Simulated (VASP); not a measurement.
# TaTi (Cmmm) in VASP: density of states with LDA

Aim: the density of states of TaTi with LDA.

All numbers are computed with VASP 6.6.1; they aren't measurements. Logs are shortened: lines on timing, memory, paths and dates and some standing lists are left out, and cuts for length are marked.

## Step 1: The cell of the first run

It takes space group Cmmm (No. 65, orthorhombic). The conventional cell has a = 3.266 Å, b = 4.595 Å, c = 4.684 Å, α = 90.00°, β = 90.00°, γ = 90.00°. Ti (site symmetry mmm) has 6 Ti at 2.82 to 3.27 Å and 8 Ta at 2.86 to 3.28 Å within 3.7 Å. Ta (site symmetry mmm) has 6 Ta at 2.82 to 3.27 Å and 8 Ti at 2.86 to 3.28 Å within 3.7 Å.

## Step 2: Density of states, LDA

File POSCAR:

```
TaTi
1.0
    1.6328756700     -2.2974926500      0.0000000000
    1.6328756700      2.2974926500      0.0000000000
    0.0000000000      0.0000000000      4.6841286900
Ti Ta
1 1
Direct
    0.5000000000      0.5000000000      0.5000000000
    0.0000000000      0.0000000000      0.0000000000
```

File INCAR.step1:

```
SYSTEM = TaTi
  ALGO = Normal
  EDIFF = 1E-6
  ENCUT = 520
  ISIF = 2
  ISMEAR = -1
  LASPH = .True.
  LCHARG = .True.
  LMAXMIX = 4
  LREAL = .False.
  LWAVE = .False.
  NBANDS = 18
  NELM = 100
  PREC = Accurate
  SIGMA = 0.1
```

File KPOINTS.step1:

```
k-points
0
Gamma
  8 8 5
  0 0 0
```

File INCAR.step2:

```
SYSTEM = TaTi
  ALGO = Normal
  EDIFF = 1E-6
  ENCUT = 520
  ICHARG = 11
  ISIF = 2
  ISMEAR = -5
  LASPH = .True.
  LCHARG = .False.
  LMAXMIX = 4
  LORBIT = 10
  LREAL = .False.
  LWAVE = .False.
  NBANDS = 18
  NEDOS = 2001
  NELM = 100
  PREC = Accurate
  SIGMA = 0.1
```

File KPOINTS.step2:

```
k-points
0
Gamma
  12 12 8
  0 0 0
```

Potentials or basis: VASP PAW LDA potentials, release 64 (Ti_sv, Ta_pv).

Run with:

```console
$ cat potpaw_LDA.64/Ti_sv/POTCAR potpaw_LDA.64/Ta_pv/POTCAR > POTCAR
$ cp INCAR.step1 INCAR
$ cp KPOINTS.step1 KPOINTS
$ mpirun -np 1 vasp_std > vasp.out
$ cp INCAR.step2 INCAR
$ cp KPOINTS.step2 KPOINTS
$ mpirun -np 1 vasp_std > vasp.out
```

OUTCAR:

```text
SYSTEM = TaTi
   EDIFF = 1E-6
   ENCUT = 520
   ICHARG = 11
   ISIF = 2
   ISMEAR = -5
   LASPH = .True.
   LORBIT = 10
   LREAL = .False.
   NELM = 100
   PREC = Accurate

 ion  position               nearest neighbor table
   1  0.500  0.500  0.500-   2 2.86   2 2.86   2 2.86   2 2.86
   2  0.000  0.000  0.000-   1 2.86   1 2.86   1 2.86   1 2.86

  LATTYP: Found a base centered orthorhombic cell.
 ALAT       =     3.2657513400
 B/A-ratio  =     1.4070224036
 C/A-ratio  =     1.4343188450

  Lattice vectors:

 A1 = (   1.6328756700,  -2.2974926500,   0.0000000000)
 A2 = (   1.6328756700,   2.2974926500,   0.0000000000)
 A3 = (   0.0000000000,   0.0000000000,   4.6841286900)

Analysis of symmetry for initial positions (statically):
=====================================================================
 Subroutine PRICEL returns:
 Original cell was already a primitive cell.

 Routine SETGRP: Setting up the symmetry group for a
 base centered orthorhombic supercell.

 Subroutine GETGRP returns: Found  8 space group operations
 (whereof  8 operations were pure point group operations)
 out of a pool of  8 trial point group operations.

The static configuration has the point symmetry D_2h.

Analysis of symmetry for dynamics (positions and initial velocities):
=====================================================================
 Subroutine PRICEL returns:
 Original cell was already a primitive cell.

 Routine SETGRP: Setting up the symmetry group for a
 base centered orthorhombic supercell.

 Subroutine GETGRP returns: Found  8 space group operations
 (whereof  8 operations were pure point group operations)
 out of a pool of  8 trial point group operations.

The dynamic configuration has the point symmetry D_2h.

 Subroutine INISYM returns: Found  8 space group operations
 (whereof  8 operations are pure point group operations),
 and found     1 'primitive' translations

----------------------------------------------------------------------------------------

                                     Primitive cell

  volume of cell :      35.1452

  direct lattice vectors                    reciprocal lattice vectors
     1.632875670 -2.297492650  0.000000000     0.306208249 -0.217628553  0.000000000
     1.632875670  2.297492650  0.000000000     0.306208249  0.217628553  0.000000000
     0.000000000  0.000000000  4.684128690     0.000000000  0.000000000  0.213486876

  length of vectors
     2.818644254  2.818644254  4.684128690     0.375666979  0.375666979  0.213486876

  position of ions in fractional coordinates (direct lattice)
     0.500000000  0.500000000  0.500000000
     0.000000000  0.000000000  0.000000000

  ion indices of the primitive-cell ions
   primitive index   ion index
                 1           1
                 2           2

----------------------------------------------------------------------------------------

 KPOINTS: k-points

Automatic generation of k-mesh.
 Grid dimensions read from file:
 generate k-points for:   12   12    8

 Generating k-lattice:

  Cartesian coordinates                     Fractional coordinates (reciprocal lattice)
     0.025517354 -0.018135713  0.000000000     0.083333333  0.000000000  0.000000000
     0.025517354  0.018135713  0.000000000     0.000000000  0.083333333  0.000000000
     0.000000000  0.000000000  0.026685859     0.000000000  0.000000000  0.125000000

  Length of vectors
     0.031305582  0.031305582  0.026685859

  Shift w.r.t. Gamma in fractional coordinates (k-lattice)
     0.000000000  0.000000000  0.000000000

 TETIRR: Found   1728 inequivalent tetrahedra from     6912

 Subroutine IBZKPT returns following result:
 ===========================================

 Found    215 irreducible k-points:

 Following reciprocal coordinates:
            Coordinates               Weight
  0.000000  0.000000  0.000000      1.000000
  0.083333  0.000000  0.000000      4.000000
  0.166667 -0.000000  0.000000      4.000000
  0.250000  0.000000  0.000000      4.000000
  0.333333  0.000000  0.000000      4.000000
  0.416667 -0.000000  0.000000      4.000000
[... 16 lines left out ...]
  0.500000  0.166667  0.000000      4.000000
 -0.416667  0.166667  0.000000      4.000000
 [... further k-points ...]
   k-points           NKPTS =    215   k-points in BZ     NKDIM =    215   number of bands    NBANDS=     18
   number of dos      NEDOS =   2001   number of ions     NIONS =      2
   total plane-waves  NPLWV =  20736
   dimension x,y,z NGX =    24 NGY =   24 NGZ =   36
   dimension x,y,z NGXF=    48 NGYF=   48 NGZF=   72
   ions per type =               1   1
   NGX,Y,Z   is equivalent  to a cutoff of  14.16, 14.16, 12.78 a.u.
   NGXF,Y,Z  is equivalent  to a cutoff of  28.31, 28.31, 25.55 a.u.
 SYSTEM =  TaTi
   PREC   = accura    normal or accurate (medium, high low for compatibility)
   ISTART =      0    job   : 0-new  1-cont  2-samecut
   ICHARG =     11    charge: 1-file 2-atom 10-const
   ISPIN  =      1    spin polarized calculation?
   LNONCOLLINEAR =      F non collinear calculations
   LSORBIT =      F    spin-orbit coupling
   LASPH  =      T    aspherical Exc in radial PAW
   ENCUT  =  520.0 eV  38.22 Ry    6.18 a.u.   5.24  5.24  8.71*2*pi/ulx,y,z
   NELM   =    100;   NELMIN=  2; NELMDL=  0     # of ELM steps
   EDIFF  = 0.1E-05   stopping-criterion for ELM
   LREAL  =      F    real-space projection
   EDIFFG = 0.1E-04   stopping-criterion for IOM
   NSW    =      0    number of steps for IOM
   IBRION =     -1    ionic relax: 0-MD 1-quasi-New 2-CG
   NFREE  =      0    steps in history (QN), initial steepest desc. (CG)
   ISIF   =      2    stress and relaxation
   ISYM   =      2    0-nonsym 1-usesym 2-fastsym
   POTIM  = 0.5000    time-step for ionic-motion
   TEBEG  =    0.0;   TEEND  =   0.0 temperature during run
   PSTRESS=    0.0 pullay stress
   NELECT =      23.0000    total number of electrons
   NUPDOWN=      -1.0000    fix difference up-down
   EMIN   =  10.00;   EMAX   =-10.00  energy-range for DOS
   EFERMI =   0.00;   METHOD = LEGACY
   ISMEAR =    -5;   SIGMA  =   0.10  broadening in eV -4-tet -1-fermi 0-gaus
   EFERMI_NEDOS =   21; number of points for ismear=-14 and -15
   IALGO  =     38    algorithm
   IMIX   =      4    mixing-type and parameters
     AMIX     =   0.40;   BMIX     =  1.00
     AMIX_MAG =   1.60;   BMIX_MAG =  1.00
  volume/ion in A,a.u.               =      17.57       118.59
  Fermi-wavevector in a.u.,A,eV,Ry     =   1.421332  2.685927 27.486267  2.020184
  Thomas-Fermi vector in A             =   2.542153
   LORBIT       =     10    0 simple, 1 ext, 2 COOP (PROOUT), +10 PAW based schemes
   GGA     = CA    functional components
   LHFCALC =     F    Hartree Fock is set to
   AEXX    =    0.0000 exact exchange contribution
   IVDW    =     0    specifies the selected vdW correction
   LEPSILON=     F    determine dielectric tensor
   LRPA    =     F    only Hartree local field effects (RPA)
 non-spin polarized calculation
 Fermi weights with tetrahedron method with Bloechl corrections
  energy-cutoff  :      520.00
  volume of cell :       35.15
 maximum number of plane-waves:       960
 NGX is ok and might be reduce to    24

 number of electron      22.9999997 magnetization

 Free energy of the ion-electron system (eV)
  ---------------------------------------------------
  ext. energy  EPLUGINS =         0.00000000
  ---------------------------------------------------
  free energy    TOTEN  =       -21.22763765 eV

  energy without entropy =      -21.22763765  energy(sigma->0) =      -21.22763765

 E-fermi :   6.6934     XC(G=0): -12.3385

 val. band max:        6.7425137892   @ k =  -0.2500   0.2500   0.3750
 cond. band min:       6.5760631298   @ k =   0.4167   0.4167   0.5000
 fundamental gap:     -0.1664506594
 Fermi energy:         6.6933807451

 k-point     1 :       0.0000    0.0000    0.0000
  band No.  band energies     occupation
      1     -49.0721      2.00000
      2     -27.0451      2.00000
      3     -26.4248      2.00000
      4     -26.1788      2.00000
      5     -25.5418      2.00000
      6     -25.4561      2.00000
[... 10 lines left out ...]
     17      10.6003      0.00000
     18      11.3164      0.00000

 k-point     2 :       0.0833    0.0000    0.0000
  band No.  band energies     occupation
      1     -49.0674      2.00000
      2     -27.0288      2.00000
      3     -26.4614      2.00000
      4     -26.2138      2.00000
      5     -25.5466      2.00000
      6     -25.4793      2.00000
[... 10 lines left out ...]
     17      10.5346      0.00000
     18      11.3298      0.00000

 k-point     3 :       0.1667   -0.0000    0.0000
  band No.  band energies     occupation
      1     -49.0544      2.00000
      2     -26.9834      2.00000
      3     -26.6001      2.00000
      4     -26.2678      2.00000
      5     -25.5663      2.00000
      6     -25.5605      2.00000
[... 10 lines left out ...]
     17      10.5101      0.00000
     18      11.2366      0.00000

 k-point     4 :       0.2500    0.0000    0.0000
  band No.  band energies     occupation
      1     -49.0366      2.00000
      2     -26.9190      2.00000
      3     -26.8271      2.00000
      4     -26.2964      2.00000
      5     -25.6960      2.00000
      6     -25.5819      2.00000
[... 375 lines left out ...]
      4     -26.5583      2.00000
      5     -25.9046      2.00000
      6     -25.6233      2.00000
[... 10 lines left out ...]
     17      10.6503      0.00000
     18      12.3081      0.00000

 k-point    23 :       0.5000    0.1667    0.0000
  band No.  band energies     occupation
      1     -48.9881      2.00000
      2     -27.2454      2.00000
      3     -26.7762      2.00000
      4     -26.5377      2.00000
      5     -25.9212      2.00000
      6     -25.6023      2.00000
[... 10 lines left out ...]
     17      10.5413      0.00000
     18      12.9312      0.00000

 k-point    24 :      -0.4167    0.1667    0.0000
  band No.  band energies     occupation
      1     -48.9949      2.00000
      2     -27.1663      2.00000
      3     -26.8185      2.00000
      4     -26.5175      2.00000
      5     -25.8759      2.00000
      6     -25.5750      2.00000
[... 10 lines left out ...]
     17      10.7040      0.00000
     18      12.2666      0.00000

 [... further k-points ...]
[... 5 lines left out ...]
  --------------------------------------------------------------------------------------
  -------------------------------------------------------------------------------------
  Total       -2.4792469     -2.0664087     -2.5839057      0.0000000      0.0000000      0.0000000
  in kB     -113.0223392    -94.2021321   -117.7934621      0.0000000      0.0000000      0.0000000
  external PRESSURE =    -108.3393111 kB  Pullay stress =       0.0000000 kB

 VOLUME and BASIS-vectors are now :
 -----------------------------------------------------------------------------
  energy-cutoff  :      520.00
  volume of cell :       35.15
      direct lattice vectors                 reciprocal lattice vectors
     1.632875670 -2.297492650  0.000000000     0.306208249 -0.217628553  0.000000000
     1.632875670  2.297492650  0.000000000     0.306208249  0.217628553  0.000000000
     0.000000000  0.000000000  4.684128690     0.000000000  0.000000000  0.213486876

 POSITION                                       TOTAL-FORCE (eV/Angst)
 -----------------------------------------------------------------------------------
      1.63288      0.00000      2.34206         0.000000      0.000000      0.000000
      0.00000      0.00000      0.00000         0.000000      0.000000      0.000000
 -----------------------------------------------------------------------------------
    total drift:                                0.000000      0.000000     -0.000000

  FREE ENERGIE OF THE ION-ELECTRON SYSTEM (eV)
  ---------------------------------------------------
  free  energy   TOTEN  =       -21.2276376528 eV

  energy  without entropy=      -21.2276376528  energy(sigma->0) =      -21.22763765

 total charge

# of ion       s       p       d       tot
------------------------------------------
    1        2.239   6.134   1.917  10.290
    2        0.383   6.132   2.454   8.969
--------------------------------------------------
tot          2.621  12.266   4.371  19.259
```

Wall time 3.2 min (1 thread of AMD EPYC 7R13, shared host); peak memory 0.23 GiB.

Results:

```yaml
Valence_electrons_inside_the_program's_atomic_spheres: Ti 10.29; Ta 8.97
```

Caveat: spin-orbit coupling is left out, which moves the levels of the heavy elements; tetrahedron occupations give inexact forces and stress in metals.
